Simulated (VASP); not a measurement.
# Pt (P-1) in VASP: further runs

Pt is run at these levels: PBEsol; tasks: single point.

Program: VASP 6.6.1. These are calculated values, not measurements. Logs are shortened: lines on timing, memory, paths and dates and some standing lists are left out, and cuts for length are marked.

### Step 1. The cell of the first run

The typed cell holds 2 atoms: a = 2.689 Å, b = 2.690 Å, c = 4.854 Å, α = 90.09°, β = 90.03°, γ = 119.97°.

### Step 2. Single point, PBEsol

INCAR

```
SYSTEM = Pt
PREC     = Accurate       ! precision mode
ENCUT    = 520            ! plane-wave cutoff, eV
EDIFF    = 1E-7           ! SCF threshold, eV
ISMEAR   = 1              ! smearing method
SIGMA    = 0.1            ! smearing width, eV
LREAL    = .False.        ! projectors in reciprocal space
LASPH    = .True.         ! aspherical terms in the spheres
NELM     = 80             ! most SCF steps
ALGO     = Normal         ! electronic algorithm
ISIF     = 2              ! what is computed and relaxed
LWAVE    = .False.        ! write WAVECAR
LCHARG   = .False.        ! write CHGCAR
GGA      = PS             ! functional
NBANDS   = 17             ! bands
```

KPOINTS

```
Automatic mesh
0
Gamma
  7 7 4
  0 0 0
```

POSCAR

```
Pt
1.0
    2.6885725029      0.0004651653     -0.0006660464
   -1.3438913595      2.3298961433     -0.0021479429
   -0.0011536250     -0.0052473653      4.8537180805
Pt
2
Direct
    0.6697164499      0.3231281306      0.7309611918
    0.3133323741      0.7171338288      0.2281949212
```

Potentials or basis: VASP PAW PBE potentials, release 64 (Pt).

Started as:

```
$ cat potpaw_PBE.64/Pt/POTCAR > POTCAR
$ mpirun -np 1 vasp_std > vasp.out
```

OUTCAR:

```text
SYSTEM = Pt
   PREC = Accurate
   ENCUT = 520
   EDIFF = 1E-7
   ISMEAR = 1
   LREAL = .False.
   LASPH = .True.
   NELM = 80
   ISIF = 2
   GGA = PS

 ion  position               nearest neighbor table
   1  0.670  0.323  0.731-   2 2.80   2 2.82   2 2.85   2 2.87   2 2.98   2 3.00
   2  0.313  0.717  0.228-   1 2.80   1 2.82   1 2.85   1 2.87   1 2.98   1 3.00

  LATTYP: Found a triclinic cell.
 ALAT       =     2.6904942157
 B/A-ratio  =     0.9992857855
 C/A-ratio  =     1.8040258276
 COS(alpha) =     0.0004855977
 COS(beta)  =     0.0021010811
 COS(gamma) =     0.4999397361

  Lattice vectors:

 A1 = (   1.3446811434,   2.3303613086,  -0.0028139893)
 A2 = (   2.6885725029,   0.0004651653,  -0.0006660464)
 A3 = (   0.0011536250,   0.0052473653,  -4.8537180805)

Analysis of symmetry for initial positions (statically):
=====================================================================
 Subroutine PRICEL returns:
 Original cell was already a primitive cell.

 Routine SETGRP: Setting up the symmetry group for a
 triclinic supercell.

 Subroutine GETGRP returns: Found  2 space group operations
 (whereof  1 operations were pure point group operations)
 out of a pool of  2 trial point group operations.

The static configuration has the point symmetry C_1 .
 The point group associated with its full space group is S_2 .

Analysis of symmetry for dynamics (positions and initial velocities):
=====================================================================
 Subroutine PRICEL returns:
 Original cell was already a primitive cell.

 Routine SETGRP: Setting up the symmetry group for a
 triclinic supercell.

 Subroutine GETGRP returns: Found  2 space group operations
 (whereof  1 operations were pure point group operations)
 out of a pool of  2 trial point group operations.

The dynamic configuration has the point symmetry C_1 .
 The point group associated with its full space group is S_2 .

 Subroutine INISYM returns: Found  2 space group operations
 (whereof  1 operations are pure point group operations),
 and found     1 'primitive' translations

----------------------------------------------------------------------------------------

                                     Primitive cell

  volume of cell :      30.4071

  direct lattice vectors                    reciprocal lattice vectors
[... 78 lines left out ...]
   PREC   = accura    normal or accurate (medium, high low for compatibility)
   ISTART =      0    job   : 0-new  1-cont  2-samecut
   ICHARG =      2    charge: 1-file 2-atom 10-const
   ISPIN  =      1    spin polarized calculation?
   LNONCOLLINEAR =      F non collinear calculations
   LSORBIT =      F    spin-orbit coupling
   LASPH  =      T    aspherical Exc in radial PAW
   ENCUT  =  520.0 eV  38.22 Ry    6.18 a.u.   5.00  5.00  9.02*2*pi/ulx,y,z
   NELM   =     80;   NELMIN=  2; NELMDL= -5     # of ELM steps
   EDIFF  = 0.1E-06   stopping-criterion for ELM
   LREAL  =      F    real-space projection
   EDIFFG = 0.1E-05   stopping-criterion for IOM
   NSW    =      0    number of steps for IOM
   IBRION =     -1    ionic relax: 0-MD 1-quasi-New 2-CG
   NFREE  =      0    steps in history (QN), initial steepest desc. (CG)
   ISIF   =      2    stress and relaxation
   ISYM   =      2    0-nonsym 1-usesym 2-fastsym
   POTIM  = 0.5000    time-step for ionic-motion
   TEBEG  =    0.0;   TEEND  =   0.0 temperature during run
   PSTRESS=    0.0 pullay stress
   NELECT =      20.0000    total number of electrons
   NUPDOWN=      -1.0000    fix difference up-down
   EMIN   =  10.00;   EMAX   =-10.00  energy-range for DOS
   EFERMI =   0.00;   METHOD = LEGACY
   ISMEAR =     1;   SIGMA  =   0.10  broadening in eV -4-tet -1-fermi 0-gaus
   EFERMI_NEDOS =   21; number of points for ismear=-14 and -15
   IALGO  =     38    algorithm
   IMIX   =      4    mixing-type and parameters
     AMIX     =   0.40;   BMIX     =  1.00
     AMIX_MAG =   1.60;   BMIX_MAG =  1.00
  volume/ion in A,a.u.               =      15.20       102.60
  Fermi-wavevector in a.u.,A,eV,Ry     =   1.423726  2.690451 27.578933  2.026994
  Thomas-Fermi vector in A             =   2.544292
   LORBIT       =      0    0 simple, 1 ext, 2 COOP (PROOUT), +10 PAW based schemes
   GGA     = PS    functional components
   LHFCALC =     F    Hartree Fock is set to
   AEXX    =    0.0000 exact exchange contribution
   IVDW    =     0    specifies the selected vdW correction
   LEPSILON=     F    determine dielectric tensor
   LRPA    =     F    only Hartree local field effects (RPA)
 non-spin polarized calculation
 Methfessel and Paxton  Order N= 1 SIGMA  =   0.10
  energy-cutoff  :      520.00
  volume of cell :       30.41
 maximum number of plane-waves:       833
   NGX =  9   NGY =  9   NGZ = 19

 number of electron      20.0000001 magnetization

 Free energy of the ion-electron system (eV)
  ---------------------------------------------------
  ext. energy  EPLUGINS =         0.00000000
  ---------------------------------------------------
  free energy    TOTEN  =       -13.77436107 eV

  energy without entropy =      -13.77270109  energy(sigma->0) =      -13.77380774

 E-fermi :  10.9436     XC(G=0): -13.5672

 val. band max:       10.9423952144   @ k =   0.1429   0.4286   0.5000
 cond. band min:      10.9444273531   @ k =   0.2857   0.2857   0.5000
 fundamental gap:      0.0020321387
 Fermi energy:        10.9435999858

 k-point     1 :       0.0000    0.0000    0.0000
  band No.  band energies     occupation
      1       0.7204      2.00000
      2       3.2433      2.00000
      3       6.3439      2.00000
      4       7.1059      2.00000
      5       7.2726      2.00000
      6       7.4683      2.00000
[... 457 lines left out ...]
      4       6.6407      2.00000
      5       7.3670      2.00000
      6       7.3961      2.00000
[... 9 lines left out ...]
     16      26.3358      0.00000
     17      26.7154      0.00000

 [... further k-points ...]
[... 5 lines left out ...]
  --------------------------------------------------------------------------------------
  -------------------------------------------------------------------------------------
  Total        0.1451693      0.2828867     -0.3319675     -0.0078844     -0.0245553      0.0065311
  in kB        7.6490897     14.9055290    -17.4916375     -0.4154367     -1.2938389      0.3441285
  external PRESSURE =       1.6876604 kB  Pullay stress =       0.0000000 kB

 VOLUME and BASIS-vectors are now :
 -----------------------------------------------------------------------------
  energy-cutoff  :      520.00
  volume of cell :       30.41
      direct lattice vectors                 reciprocal lattice vectors
     2.688572503  0.000465165 -0.000666046     0.371907555  0.214517733  0.000320310
    -1.343891359  2.329896143 -0.002147943    -0.000074137  0.429161346  0.000463950
    -0.001153625 -0.005247365  4.853718081     0.000051002  0.000219356  0.206027873

 POSITION                                       TOTAL-FORCE (eV/Angst)
 -----------------------------------------------------------------------------------
      1.36549      0.74933      3.54674         0.132356     -0.048691     -0.138721
     -0.12160      1.66980      1.10584        -0.132356      0.048691      0.138721
 -----------------------------------------------------------------------------------
    total drift:                                0.000003      0.000002     -0.000001

  FREE ENERGIE OF THE ION-ELECTRON SYSTEM (eV)
  ---------------------------------------------------
  free  energy   TOTEN  =       -13.7743610680 eV

  energy  without entropy=      -13.7727010884  energy(sigma->0) =      -13.77380774
```

stdout:

```text
POSCAR found type information on POSCAR Pt
 POSCAR found :  1 types and       2 ions
 scaLAPACK will be used
 -----------------------------------------------------------------------------
|                                                                             |
|                                                                             |
|     You enforced a specific xc type in the INCAR file but a different       |
|     I HOPE YOU KNOW WHAT YOU ARE DOING!                                     |
|                                                                             |
 -----------------------------------------------------------------------------

 LDA part: xc-table for (Slater+PW92), standard interpolation
 POSCAR, INCAR and KPOINTS ok, starting setup
 FFT: planning ... GRIDC
 FFT: planning ... GRID_SOFT
 FFT: planning ... GRID
 WAVECAR not read
 entering main loop
```

Wall time 16 s (1 thread of Intel Xeon 6975P-C (Granite Rapids), shared host); peak memory 0.17 GiB.

What came out:

```
Free energy            : -13.7744 eV
Pressure               : 0.2 GPa
Largest force          : 0.198 eV/Å
Band gap on the k mesh : zero (band 10 reaches 11.28 eV, above the bottom of band 11 at 10.18 eV)
```

Forces on the atoms (eV/Å):
```
Pt   0.132 -0.049 -0.139
Pt  -0.132  0.049  0.139
```

Caveat: the k points lie up to 0.39 Å⁻¹ apart; the PAW data sets were made with another functional, which shifts forces and pressure a little; spin-orbit coupling is left out, which moves the levels of the heavy elements.

### Step 3. Single point, PBEsol

INCAR

```
  ALGO = Normal
  EDIFF = 1E-7
  ENCUT = 520
  GGA = PS
  ISIF = 2
  ISMEAR = 1
  LASPH = True
  LCHARG = False
  LREAL = False
  LWAVE = False
  NBANDS = 17
  NELM = 80
  PREC = Accurate
  SIGMA = 0.1
```

KPOINTS

```
k-points
0
Gamma
  7 7 4
```

POSCAR

```
Pt
1.0
    2.6918640664     -0.0012073731     -0.0006187189
   -1.3469882445      2.3221148074     -0.0004861464
   -0.0010792652     -0.0020320894      4.8595193214
Pt
2
Direct
    0.6834837753      0.3205748401      0.7326460656
    0.2995650487      0.7196871193      0.2265100474
```

Potentials or basis: VASP PAW PBE potentials, release 64 (Pt).

Started as:

```
$ cat potpaw_PBE.64/Pt/POTCAR > POTCAR
$ mpirun -np 1 vasp_std > vasp.out
```

OUTCAR:

```text
EDIFF = 1E-7
   ENCUT = 520
   GGA = PS
   ISIF = 2
   ISMEAR = 1
   LASPH = True
   LREAL = False
   NELM = 80
   PREC = Accurate

 ion  position               nearest neighbor table
   1  0.683  0.321  0.733-   2 2.79   2 2.80   2 2.84   2 2.86   2 3.01   2 3.06
   2  0.300  0.720  0.227-   1 2.79   1 2.80   1 2.84   1 2.86   1 3.01   1 3.06

  LATTYP: Found a triclinic cell.
 ALAT       =     2.6824062921
 B/A-ratio  =     1.0007843174
 C/A-ratio  =     1.8116270755
 COS(alpha) =     0.0004313714
 COS(beta)  =     0.0008850557
 COS(gamma) =     0.4968627287

  Lattice vectors:

 A1 = (  -1.3448758219,  -2.3209074343,   0.0011048653)
 A2 = (   1.3469882445,  -2.3221148074,   0.0004861464)
 A3 = (  -0.0010792652,  -0.0020320894,   4.8595193214)

Analysis of symmetry for initial positions (statically):
=====================================================================
 Subroutine PRICEL returns:
 Original cell was already a primitive cell.

 Routine SETGRP: Setting up the symmetry group for a
 triclinic supercell.

 Subroutine GETGRP returns: Found  2 space group operations
 (whereof  1 operations were pure point group operations)
 out of a pool of  2 trial point group operations.

The static configuration has the point symmetry C_1 .
 The point group associated with its full space group is S_2 .

Analysis of symmetry for dynamics (positions and initial velocities):
=====================================================================
 Subroutine PRICEL returns:
 Original cell was already a primitive cell.

 Routine SETGRP: Setting up the symmetry group for a
 triclinic supercell.

 Subroutine GETGRP returns: Found  2 space group operations
 (whereof  1 operations were pure point group operations)
 out of a pool of  2 trial point group operations.

[... 115 lines left out ...]
   EFERMI =   0.00;   METHOD = LEGACY
   ISMEAR =     1;   SIGMA  =   0.10  broadening in eV -4-tet -1-fermi 0-gaus
   EFERMI_NEDOS =   21; number of points for ismear=-14 and -15
   IALGO  =     38    algorithm
   IMIX   =      4    mixing-type and parameters
     AMIX     =   0.40;   BMIX     =  1.00
     AMIX_MAG =   1.60;   BMIX_MAG =  1.00
  volume/ion in A,a.u.               =      15.18       102.47
  Fermi-wavevector in a.u.,A,eV,Ry     =   1.424336  2.691605 27.602593  2.028733
  Thomas-Fermi vector in A             =   2.544838
   LORBIT       =      0    0 simple, 1 ext, 2 COOP (PROOUT), +10 PAW based schemes
   GGA     = PS    functional components
   LHFCALC =     F    Hartree Fock is set to
   AEXX    =    0.0000 exact exchange contribution
   IVDW    =     0    specifies the selected vdW correction
   LEPSILON=     F    determine dielectric tensor
   LRPA    =     F    only Hartree local field effects (RPA)
 non-spin polarized calculation
 Methfessel and Paxton  Order N= 1 SIGMA  =   0.10
  energy-cutoff  :      520.00
  volume of cell :       30.37
 maximum number of plane-waves:       830
   NGX =  9   NGY =  9   NGZ = 19

 number of electron      20.0000000 magnetization

 Free energy of the ion-electron system (eV)
  ---------------------------------------------------
  ext. energy  EPLUGINS =         0.00000000
  ---------------------------------------------------
  free energy    TOTEN  =       -13.78434629 eV

  energy without entropy =      -13.78440042  energy(sigma->0) =      -13.78436434

 E-fermi :  10.9729     XC(G=0): -13.5739

 val. band max:       10.9723549544   @ k =  -0.4286   0.2857   0.0000
 cond. band min:      10.9764690880   @ k =   0.2857   0.2857   0.5000
 fundamental gap:      0.0041141336
 Fermi energy:        10.9728510912

 k-point     1 :       0.0000    0.0000    0.0000
  band No.  band energies     occupation
      1       0.7305      2.00000
      2       3.2440      2.00000
      3       6.2633      2.00000
      4       7.1301      2.00000
      5       7.2944      2.00000
      6       7.4492      2.00000
[... 457 lines left out ...]
      4       6.6877      2.00000
      5       7.4002      2.00000
      6       7.4407      2.00000
[... 9 lines left out ...]
     16      26.5063      0.00000
     17      26.8929      0.00000

 [... further k-points ...]

------------------------ aborting loop because EDIFF is reached ----------------------------------------

  FORCE on cell =-STRESS in cart. coord.  units (eV):
  Direction    XX          YY          ZZ          XY          YZ          ZX
  --------------------------------------------------------------------------------------
  -------------------------------------------------------------------------------------
  Total        0.2443384      0.5327535     -0.3888418     -0.0250265     -0.0337980      0.0272773
  in kB       12.8909585     28.1073453    -20.5147621     -1.3203656     -1.7831375      1.4391105
  external PRESSURE =       6.8278472 kB  Pullay stress =       0.0000000 kB

 VOLUME and BASIS-vectors are now :
 -----------------------------------------------------------------------------
  energy-cutoff  :      520.00
  volume of cell :       30.37
      direct lattice vectors                 reciprocal lattice vectors
     2.691864066 -0.001207373 -0.000618719     0.371586502  0.215546075  0.000172661
    -1.346988245  2.322114807 -0.000486146     0.000193246  0.430754063  0.000180170
    -0.001079265 -0.002032089  4.859519321     0.000047330  0.000070536  0.205781710

 POSITION                                       TOTAL-FORCE (eV/Angst)
 -----------------------------------------------------------------------------------
      1.40724      0.74210      3.55973         0.209019     -0.093270     -0.323383
     -0.16327      1.67037      1.10019        -0.209019      0.093270      0.323383
 -----------------------------------------------------------------------------------
    total drift:                               -0.000002      0.000001     -0.000002

  FREE ENERGIE OF THE ION-ELECTRON SYSTEM (eV)
  ---------------------------------------------------
  free  energy   TOTEN  =       -13.7843462939 eV

  energy  without entropy=      -13.7844004201  energy(sigma->0) =      -13.78436434
```

OSZICAR:

```text
N       E                     dE             d eps       ncg     rms          rms(c)
DAV:   1     0.101120999123E+03    0.10112E+03   -0.10511E+04  3366   0.114E+03
DAV:   2    -0.128896891734E+02   -0.11401E+03   -0.10845E+03  3676   0.247E+02
DAV:   3    -0.147196267150E+02   -0.18299E+01   -0.18038E+01  4082   0.313E+01
DAV:   4    -0.147289168664E+02   -0.92902E-02   -0.92887E-02  3974   0.232E+00
DAV:   5    -0.147290098338E+02   -0.92967E-04   -0.92967E-04  4271   0.241E-01    0.186E+01
DAV:   6    -0.138884130979E+02    0.84060E+00   -0.12837E+00  3578   0.998E+00    0.948E+00
DAV:   7    -0.137936528476E+02    0.94760E-01   -0.24934E-01  4164   0.436E+00    0.301E+00
DAV:   8    -0.137849551367E+02    0.86977E-02   -0.24487E-02  3798   0.130E+00    0.889E-01
DAV:   9    -0.137843504035E+02    0.60473E-03   -0.43305E-04  3928   0.188E-01    0.131E-01
DAV:  10    -0.137843455438E+02    0.48597E-05   -0.21665E-05  4158   0.352E-02    0.595E-03
DAV:  11    -0.137843460362E+02   -0.49239E-06   -0.10118E-06  4084   0.786E-03    0.435E-03
DAV:  12    -0.137843462169E+02   -0.18064E-06   -0.27280E-08  2261   0.146E-03    0.999E-04
DAV:  13    -0.137843462939E+02   -0.77036E-07   -0.48243E-09  1860   0.559E-04
   1 F= -.13784346E+02 E0= -.13784364E+02  d E =0.541262E-04
```

Wall time 16 s (1 thread of Intel Xeon 6975P-C (Granite Rapids), shared host); peak memory 0.17 GiB.

Results:

```
Free energy            : -13.7843 eV
Pressure               : 0.7 GPa
Largest force          : 0.396 eV/Å
Band gap on the k mesh : zero (band 10 reaches 11.31 eV, above the bottom of band 11 at 10.12 eV)
```

Forces on the atoms (eV/Å):
```
Pt   0.209 -0.093 -0.323
Pt  -0.209  0.093  0.323
```

Stress tensor (GPa, compression positive):
```
 1.29 -0.13  0.14
-0.13  2.81 -0.18
 0.14 -0.18 -2.05
```

Caveat: the k points lie up to 0.39 Å⁻¹ apart; the PAW data sets were made with another functional, which shifts forces and pressure a little; spin-orbit coupling is left out, which moves the levels of the heavy elements.
